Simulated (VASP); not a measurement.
Write the native input for VASP 6.6.1 that does the following.

```yaml
Task: relaxation of cell and atoms
Functional: RPBE
Dispersion: D3(BJ)
Potentials_or_basis: VASP PAW PBE potentials, release 64 (Al, N)
Cutoff: 600 eV
k_mesh: 10 × 10 × 6
Occupations: fermi-dirac, width 0.05 eV
Spin: no spin polarisation
Dipole_correction: no
Further_INCAR_settings: ALGO = Normal; EDIFF = 1e-06; IBRION = 2; EDIFFG = -0.01; NSW = 60; ISIF = 3
```

The structure of AlN lies in POSCAR:

```
AlN
1.0
    3.1130000000      0.0000000000      0.0000000000
   -1.5565000000      2.6959370820      0.0000000000
    0.0000000000      0.0000000000      4.9810000000
Al N
2 2
Direct
    0.6666666667      0.3333333333      0.5000000000
    0.3333333333      0.6666666667      0.0000000000
    0.6666666667      0.3333333333      0.8800000000
    0.3333333333      0.6666666667      0.3800000000
```

The input as run:

INCAR

```
SYSTEM = AlN
ALGO = Normal ; EDIFF = 1E-6
EDIFFG = -0.01 ; ENCUT = 600
GGA = RP ; IBRION = 2
ISIF = 3 ; ISMEAR = -1
IVDW = 12 ; LASPH = .TRUE.
LCHARG = .FALSE. ; LREAL = .FALSE.
LWAVE = .FALSE. ; NELM = 80
NSW = 60 ; PREC = Accurate
SIGMA = 0.05
```

KPOINTS

```
k-points
0
G
  10 10 6
  0 0 0
```

Potentials or basis: VASP PAW PBE potentials, release 64 (Al, N).

Launch:

```bash
$ cat potpaw_PBE.64/Al/POTCAR potpaw_PBE.64/N/POTCAR > POTCAR
$ mpirun -np 1 vasp_std > vasp.out
```

Results of the run:

```
Relaxed volume                         : 9.72 Å³/atom
Relaxed cell                           : a = 3.047 Å, b = 3.047 Å, c = 4.836 Å, α = 90.00°, β = 90.00°, γ = 120.00°
Space group after relaxing (to 0.05 Å) : P6_3mc (No. 186)
Energy gained by relaxing              : 35.3 meV/atom
Ionic steps                            : 8
Pressure after relaxing                : 0.0 GPa
Band gap on the k mesh                 : 4.82 eV, direct
Dispersion energy per atom             : -1.228 eV
```

Caveat: the PAW data sets were made with another functional, which shifts forces and pressure a little.

Wall time 70 s on 1 thread of Intel(R) Xeon(R) 6975P-C (Granite Rapids), with other jobs on the host, peak memory 0.21 GiB.
